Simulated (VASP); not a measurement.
# CdS (zincblende type) (F-43m) in VASP: further runs

The runs below take CdS (zincblende type) through single point, relaxation of cell and atoms, with PBE.

All numbers are computed with VASP 6.6.1; they aren't measurements. Logs are shortened: lines on timing, memory, paths and dates and some standing lists are left out, and cuts for length are marked.

### 1 The cell of the first run

Symmetry: F-43m, No. 216, cubic system. Conventional cell: a = 5.574 Å, b = 5.574 Å, c = 5.574 Å, α = 90.00°, β = 90.00°, γ = 90.00°. Cd (site symmetry -43m) has 4 S at 2.41 Å within 3.2 Å. Within 3.2 Å of S (site symmetry -43m) lie 4 Cd at 2.41 Å.

### 2 Single point, PBE

Input file INCAR:

```
ALGO = Normal
EDIFF = 1E-6
ENCUT = 520
GGA = PE
ISIF = 2
ISMEAR = -1
LASPH = T
LCHARG = F
LREAL = F
LWAVE = F
NBANDS = 16
NELM = 80
PREC = Accurate
SIGMA = 0.1
```

Input file KPOINTS:

```
k-points
0
Gamma
  12 12 12
```

Input file POSCAR:

```
CdS
1.0
    0.0000000000      2.7868851826      2.7868851826
    2.7868851826      0.0000000000      2.7868851826
    2.7868851826      2.7868851826      0.0000000000
Cd S
1 1
Direct
    0.0000000000      0.0000000000      0.0000000000
    0.2500000000      0.2500000000      0.2500000000
```

Potentials or basis: VASP PAW PBE potentials, release 64 (Cd, S).

Command:

```bash
$ cat potpaw_PBE.64/Cd/POTCAR potpaw_PBE.64/S/POTCAR > POTCAR
$ mpirun -np 1 vasp_std > vasp.out
```

OUTCAR:

```text
EDIFF = 1E-6
   ENCUT = 520
   GGA = PE
   ISIF = 2
   ISMEAR = -1
   LASPH = T
   LREAL = F
   NELM = 80
   PREC = Accurate

 ion  position               nearest neighbor table
   1  0.000  0.000  0.000-   2 2.41   2 2.41   2 2.41   2 2.41
   2  0.250  0.250  0.250-   1 2.41   1 2.41   1 2.41   1 2.41

  LATTYP: Found a face centered cubic cell.
 ALAT       =     5.5737703652

  Lattice vectors:

 A1 = (   0.0000000000,   2.7868851826,   2.7868851826)
 A2 = (   2.7868851826,   0.0000000000,   2.7868851826)
 A3 = (   2.7868851826,   2.7868851826,   0.0000000000)

Analysis of symmetry for initial positions (statically):
[... 5 lines left out ...]
 face centered cubic supercell.

 Subroutine GETGRP returns: Found 24 space group operations
 (whereof 24 operations were pure point group operations)
 out of a pool of 48 trial point group operations.

The static configuration has the point symmetry T_d .

Analysis of symmetry for dynamics (positions and initial velocities):
[... 5 lines left out ...]
 face centered cubic supercell.

 Subroutine GETGRP returns: Found 24 space group operations
 (whereof 24 operations were pure point group operations)
 out of a pool of 48 trial point group operations.

The dynamic configuration has the point symmetry T_d .

 Subroutine INISYM returns: Found 24 space group operations
 (whereof 24 operations are pure point group operations),
 and found     1 'primitive' translations

----------------------------------------------------------------------------------------

                                     Primitive cell

  volume of cell :      43.2900

  direct lattice vectors                    reciprocal lattice vectors
     0.000000000  2.786885183  2.786885183    -0.179411769  0.179411769  0.179411769
     2.786885183  0.000000000  2.786885183     0.179411769 -0.179411769  0.179411769
     2.786885183  2.786885183  0.000000000     0.179411769  0.179411769 -0.179411769

  length of vectors
     3.941250822  3.941250822  3.941250822     0.310750299  0.310750299  0.310750299

  position of ions in fractional coordinates (direct lattice)
     0.000000000  0.000000000  0.000000000
     0.250000000  0.250000000  0.250000000

  ion indices of the primitive-cell ions
   primitive index   ion index
                 1           1
                 2           2

----------------------------------------------------------------------------------------

 KPOINTS: k-points

Automatic generation of k-mesh.
 Grid dimensions read from file:
 generate k-points for:   12   12   12

 Generating k-lattice:

  Cartesian coordinates                     Fractional coordinates (reciprocal lattice)
    -0.014950981  0.014950981  0.014950981     0.083333333  0.000000000  0.000000000
     0.014950981 -0.014950981  0.014950981     0.000000000  0.083333333  0.000000000
     0.014950981  0.014950981 -0.014950981     0.000000000  0.000000000  0.083333333

  Length of vectors
     0.025895858  0.025895858  0.025895858

  Shift w.r.t. Gamma in fractional coordinates (k-lattice)
     0.000000000  0.000000000  0.000000000

 Subroutine IBZKPT returns following result:
 ===========================================

 Found     72 irreducible k-points:

 Following reciprocal coordinates:
            Coordinates               Weight
  0.000000  0.000000  0.000000      1.000000
  0.083333  0.000000  0.000000      8.000000
  0.166667  0.000000  0.000000      8.000000
  0.250000  0.000000  0.000000      8.000000
  0.333333  0.000000  0.000000      8.000000
  0.416667  0.000000  0.000000      8.000000
[... 16 lines left out ...]
  0.500000  0.166667  0.000000     24.000000
 -0.416667  0.166667  0.000000     24.000000
 [... further k-points ...]
   k-points           NKPTS =     72   k-points in BZ     NKDIM =     72   number of bands    NBANDS=     16
   number of dos      NEDOS =    301   number of ions     NIONS =      2
   total plane-waves  NPLWV =  27000
   dimension x,y,z NGX =    30 NGY =   30 NGZ =   30
   dimension x,y,z NGXF=    60 NGYF=   60 NGZF=   60
   ions per type =               1   1
   NGX,Y,Z   is equivalent  to a cutoff of  12.65, 12.65, 12.65 a.u.
   NGXF,Y,Z  is equivalent  to a cutoff of  25.31, 25.31, 25.31 a.u.
 SYSTEM =  unknown system
   PREC   = accura    normal or accurate (medium, high low for compatibility)
   ISTART =      0    job   : 0-new  1-cont  2-samecut
   ICHARG =      2    charge: 1-file 2-atom 10-const
   ISPIN  =      1    spin polarized calculation?
   LNONCOLLINEAR =      F non collinear calculations
   LSORBIT =      F    spin-orbit coupling
   LASPH  =      T    aspherical Exc in radial PAW
   ENCUT  =  520.0 eV  38.22 Ry    6.18 a.u.   7.33  7.33  7.33*2*pi/ulx,y,z
   NELM   =     80;   NELMIN=  2; NELMDL= -5     # of ELM steps
   EDIFF  = 0.1E-05   stopping-criterion for ELM
   LREAL  =      F    real-space projection
   EDIFFG = 0.1E-04   stopping-criterion for IOM
   NSW    =      0    number of steps for IOM
   IBRION =     -1    ionic relax: 0-MD 1-quasi-New 2-CG
   NFREE  =      0    steps in history (QN), initial steepest desc. (CG)
   ISIF   =      2    stress and relaxation
   ISYM   =      2    0-nonsym 1-usesym 2-fastsym
   POTIM  = 0.5000    time-step for ionic-motion
   TEBEG  =    0.0;   TEEND  =   0.0 temperature during run
   PSTRESS=    0.0 pullay stress
   NELECT =      18.0000    total number of electrons
   NUPDOWN=      -1.0000    fix difference up-down
   EMIN   =  10.00;   EMAX   =-10.00  energy-range for DOS
   EFERMI =   0.00;   METHOD = LEGACY
   ISMEAR =    -1;   SIGMA  =   0.10  broadening in eV -4-tet -1-fermi 0-gaus
   EFERMI_NEDOS =   21; number of points for ismear=-14 and -15
   IALGO  =     38    algorithm
   IMIX   =      4    mixing-type and parameters
     AMIX     =   0.40;   BMIX     =  1.00
     AMIX_MAG =   1.60;   BMIX_MAG =  1.00
  volume/ion in A,a.u.               =      21.64       146.07
  Fermi-wavevector in a.u.,A,eV,Ry     =   1.221903  2.309061 20.314124  1.493046
  Thomas-Fermi vector in A             =   2.357068
   LORBIT       =      0    0 simple, 1 ext, 2 COOP (PROOUT), +10 PAW based schemes
   GGA     = PE    functional components
   LHFCALC =     F    Hartree Fock is set to
   AEXX    =    0.0000 exact exchange contribution
   IVDW    =     0    specifies the selected vdW correction
   LEPSILON=     F    determine dielectric tensor
   LRPA    =     F    only Hartree local field effects (RPA)
 non-spin polarized calculation
  energy-cutoff  :      520.00
  volume of cell :       43.29
 maximum number of plane-waves:      1211
 NGX is ok and might be reduce to    30
   NGX = 15   NGY = 15   NGZ = 15

 number of electron      17.9999999 magnetization

 Free energy of the ion-electron system (eV)
  ---------------------------------------------------
  ext. energy  EPLUGINS =         0.00000000
  ---------------------------------------------------
  free energy    TOTEN  =        -5.77667769 eV

  energy without entropy =       -5.77666986  energy(sigma->0) =       -5.77667377

 E-fermi :   3.4723     XC(G=0):  -9.8064

 val. band max:        2.6052161790   @ k =   0.0000   0.0000   0.0000
 cond. band min:       4.0377340831   @ k =   0.0000   0.0000   0.0000
 fundamental gap:      1.4325179041
 Fermi energy:         3.4722736743

 k-point     1 :       0.0000    0.0000    0.0000
  band No.  band energies     occupation
      1     -10.7141      2.00000
      2      -5.7500      2.00000
      3      -5.7500      2.00000
      4      -5.7500      2.00000
      5      -5.0578      2.00000
      6      -5.0578      2.00000
[... 8 lines left out ...]
     15      14.2637      0.00000
     16      14.7752      0.00000

 k-point     2 :       0.0833    0.0000    0.0000
  band No.  band energies     occupation
      1     -10.6765      2.00000
      2      -5.7354      2.00000
      3      -5.7354      2.00000
      4      -5.7262      2.00000
      5      -5.0591      2.00000
      6      -5.0591      2.00000
[... 8 lines left out ...]
     15      13.8789      0.00000
     16      15.1150      0.00000

 k-point     3 :       0.1667    0.0000    0.0000
  band No.  band energies     occupation
      1     -10.5731      2.00000
      2      -5.6972      2.00000
      3      -5.6972      2.00000
      4      -5.6425      2.00000
      5      -5.0597      2.00000
      6      -5.0597      2.00000
[... 8 lines left out ...]
     15      13.4000      0.00000
     16      14.8228      0.00000

 k-point     4 :       0.2500    0.0000    0.0000
  band No.  band energies     occupation
      1     -10.4310      2.00000
      2      -5.6502      2.00000
      3      -5.6502      2.00000
      4      -5.4681      2.00000
      5      -5.0526      2.00000
      6      -5.0526      2.00000
[... 8 lines left out ...]
     15      13.3603      0.00000
     16      14.2666      0.00000

 k-point     5 :       0.3333    0.0000    0.0000
  band No.  band energies     occupation
      1     -10.2887      2.00000
      2      -5.6113      2.00000
      3      -5.6113      2.00000
      4      -5.1740      2.00000
      5      -5.0340      2.00000
      6      -5.0340      2.00000
[... 8 lines left out ...]
     15      13.8957      0.00000
     16      13.9684      0.00000

 k-point     6 :       0.4167    0.0000    0.0000
  band No.  band energies     occupation
      1     -10.1854      2.00000
      2      -5.5890      2.00000
      3      -5.5890      2.00000
      4      -5.0119      2.00000
      5      -5.0119      2.00000
      6      -4.7849      2.00000
[... 8 lines left out ...]
     15      14.8032      0.00000
     16      14.8032      0.00000
[... 267 lines left out ...]
 k-point    21 :       0.3333    0.1667    0.0000
  band No.  band energies     occupation
      1     -10.2912      2.00000
      2      -5.5984      2.00000
      3      -5.5397      2.00000
      4      -5.3789      2.00000
      5      -5.0476      2.00000
      6      -4.9961      2.00000
[... 8 lines left out ...]
     15      14.6396      0.00000
     16      16.0691      0.00000

 k-point    22 :       0.4167    0.1667    0.0000
  band No.  band energies     occupation
      1     -10.1764      2.00000
      2      -5.5702      2.00000
      3      -5.5086      2.00000
      4      -5.2115      2.00000
      5      -4.9863      2.00000
      6      -4.8530      2.00000
[... 8 lines left out ...]
     15      15.2436      0.00000
     16      15.8929      0.00000

 k-point    23 :       0.5000    0.1667    0.0000
  band No.  band energies     occupation
      1     -10.1058      2.00000
      2      -5.5568      2.00000
      3      -5.4987      2.00000
      4      -5.1184      2.00000
      5      -4.9927      2.00000
      6      -4.5385      2.00000
[... 8 lines left out ...]
     15      15.4660      0.00000
     16      15.9805      0.00000

 k-point    24 :      -0.4167    0.1667    0.0000
  band No.  band energies     occupation
      1     -10.0969      2.00000
      2      -5.5525      2.00000
      3      -5.5074      2.00000
      4      -5.0726      2.00000
      5      -5.0201      2.00000
      6      -4.4638      2.00000
[... 8 lines left out ...]
     15      14.5810      0.00000
     16      15.7512      0.00000

 [... further k-points ...]
[... 5 lines left out ...]
  --------------------------------------------------------------------------------------
  -------------------------------------------------------------------------------------
  Total        4.2236761      4.2236761      4.2236761      0.0000000     -0.0000000     -0.0000000
  in kB      156.3197919    156.3197919    156.3197919      0.0000000     -0.0000000     -0.0000000
  external PRESSURE =     156.3197919 kB  Pullay stress =       0.0000000 kB

 VOLUME and BASIS-vectors are now :
 -----------------------------------------------------------------------------
  energy-cutoff  :      520.00
  volume of cell :       43.29
      direct lattice vectors                 reciprocal lattice vectors
     0.000000000  2.786885183  2.786885183    -0.179411769  0.179411769  0.179411769
     2.786885183  0.000000000  2.786885183     0.179411769 -0.179411769  0.179411769
     2.786885183  2.786885183  0.000000000     0.179411769  0.179411769 -0.179411769

 POSITION                                       TOTAL-FORCE (eV/Angst)
 -----------------------------------------------------------------------------------
      0.00000      0.00000      0.00000         0.000000      0.000000      0.000000
      1.39344      1.39344      1.39344        -0.000000     -0.000000     -0.000000
 -----------------------------------------------------------------------------------
    total drift:                               -0.000000     -0.000000     -0.000000

  FREE ENERGIE OF THE ION-ELECTRON SYSTEM (eV)
  ---------------------------------------------------
  free  energy   TOTEN  =        -5.7766776916 eV

  energy  without entropy=       -5.7766698564  energy(sigma->0) =       -5.77667377
```

Run time: 37 s. Hardware: 1 thread of AMD EPYC 7R43 (Zen 3), shared host; peak memory 0.17 GiB.

What came out:

```
Free energy            : -5.7767 eV
Pressure               : 15.6 GPa
Band gap on the k mesh : 1.43 eV, direct
```

Levels at points of the mesh, in eV from the valence-band top:
```csv
k point,band 5,band 6,band 7,band 8,band 9,band 10,band 11,band 12,band 13,band 14
"(0.00, 0.00, 0.00)",-7.66,-7.66,0.00,0.00,0.00,1.43,6.46,6.46,6.46,11.66
"(0.50, 0.00, 0.00)",-7.61,-7.15,-5.32,-0.97,-0.97,3.18,6.96,6.96,7.85,11.55
"(0.50, 0.50, 0.00)",-7.53,-7.08,-4.60,-2.41,-2.41,3.28,4.43,9.87,11.60,11.60
```

### 3 Single point, PBE

Input file INCAR:

```
  PREC = Accurate
  ENCUT = 520
  EDIFF = 1E-6
  ISMEAR = -1
  SIGMA = 0.1
  LREAL = F
  LASPH = T
  NELM = 100
  ALGO = Normal
  ISIF = 2
  LWAVE = F
  LCHARG = F
  GGA = PE
  NBANDS = 16
```

Input file KPOINTS:

```
Automatic mesh
0
Gamma
  12 12 12
```

Input file POSCAR:

```
CdS
1.0
    0.0000000000      2.7872914669      2.7872914669
    2.7872914669      0.0000000000      2.7872914669
    2.7872914669      2.7872914669      0.0000000000
Cd S
1 1
Direct
    0.0000000000      0.0000000000      0.0000000000
    0.2500000000      0.2500000000      0.2500000000
```

Potentials or basis: VASP PAW PBE potentials, release 64 (Cd, S).

Command:

```bash
$ cat potpaw_PBE.64/Cd/POTCAR potpaw_PBE.64/S/POTCAR > POTCAR
$ mpirun -np 1 vasp_std > vasp.out
```

Wall time 37 s (1 thread of AMD EPYC 7R43 (Zen 3), shared host); peak memory 0.16 GiB.

The run converged. Its results:

| Item | Value |
| --- | --- |
| Free energy | -5.7785 eV |
| Pressure | 15.6 GPa |
| Band gap on the k mesh | 1.43 eV, direct |

Levels at points of the mesh, in eV from the valence-band top:
```
           k point  band 7  band 8  band 9  band 10  band 11  band 12
(0.00, 0.00, 0.00)    0.00    0.00    0.00     1.43     6.46     6.46
(0.50, 0.00, 0.00)   -5.32   -0.97   -0.97     3.18     6.96     6.96
(0.50, 0.50, 0.00)   -4.59   -2.41   -2.41     3.29     4.43     9.87
```

### 4 Relaxation of cell and atoms, PBE, target pressure 15 GPa, at which the enthalpy is minimised

This run uses another cell than the first one, of 20.41 Å³/atom, 0.943 times its volume.

Input file INCAR:

```
SYSTEM = CdS
PREC = Accurate
ENCUT = 600
EDIFF = 1E-7
ISMEAR = -1
SIGMA = 0.1
LREAL = .FALSE.
LASPH = .TRUE.
NELM = 80
ALGO = Normal
ISIF = 3
LWAVE = .FALSE.
LCHARG = .FALSE.
GGA = PE
IBRION = 2
NSW = 60
EDIFFG = -0.005
PSTRESS = 150.0
```

Input file KPOINTS:

```
Automatic mesh
0
G
  12 12 12
  0 0 0
```

Input file POSCAR:

```
CdS
1.0
    0.0000000000      2.7327777865      2.7327777865
    2.7327777865      0.0000000000      2.7327777865
    2.7327777865      2.7327777865      0.0000000000
Cd S
1 1
Direct
    0.0000000000      0.0000000000      0.0000000000
    0.2500000000      0.2500000000      0.2500000000
```

Command:

```bash
$ cat potpaw_PBE.64/Cd/POTCAR potpaw_PBE.64/S/POTCAR > POTCAR
$ mpirun -np 1 vasp_std > vasp.out
```

It took 1.8 min on 1 thread of AMD EPYC 7R43 (Zen 3), shared host; peak memory 0.18 GiB.

Results (log left out):

| Quantity | Value |
| --- | --- |
| Free energy | -5.7972 eV |
| Relaxed volume | 21.76 Å³/atom |
| Relaxed cell | a = 3.948 Å, b = 3.948 Å, c = 3.948 Å, α = 60.00°, β = 60.00°, γ = 60.00° |
| Space group after relaxing (to 0.05 Å) | F-43m (No. 216) |
| Energy change on relaxing (the enthalpy is what falls) | -159.9 meV/atom |
| Ionic steps | 4 |
| Pressure after relaxing | 15.0 GPa |
| Band gap on the k mesh | 1.42 eV, direct |

The path:
| step | energy change (eV) | largest force (eV/Å) | pressure (GPa) | volume (Å³) |
| --- | --- | --- | --- | --- |
| 1 | 0.0000 | 0.0000 | 23.41 | 40.82 |
| 2 | -0.5777 | 0.0000 | 6.48 | 47.48 |
| 3 | -0.3249 | 0.0000 | 14.85 | 43.57 |
| 4 | -0.3197 | 0.0000 | 15.01 | 43.52 |

Final structure:
```yaml
crystal:
  lattice:
    - [0.00000, 2.79171, 2.79171]
    - [2.79171, 0.00000, 2.79171]
    - [2.79171, 2.79171, 0.00000]
  atoms:
    - { symbol: Cd, position: [0.00000, 0.00000, 0.00000] }
    - { symbol: S, position: [0.25000, 0.25000, 0.25000] }
```

Levels at points of the mesh, in eV from the valence-band top:
```
           k point  band 5  band 6  band 7  band 8  band 9  band 10  band 11  band 12  band 13
(0.00, 0.00, 0.00)   -7.64   -7.64    0.00    0.00    0.00     1.42     6.47     6.47     6.47
(0.50, 0.00, 0.00)   -7.59   -7.13   -5.29   -0.96   -0.96     3.18     6.97     6.97     7.84
(0.50, 0.50, 0.00)   -7.52   -7.06   -4.57   -2.39   -2.39     3.30     4.43     9.85    11.57
```

Caveat: the cell is relaxed towards a set pressure, so the enthalpy falls and the energy may rise.

(Part 1 of 2 ends here.)
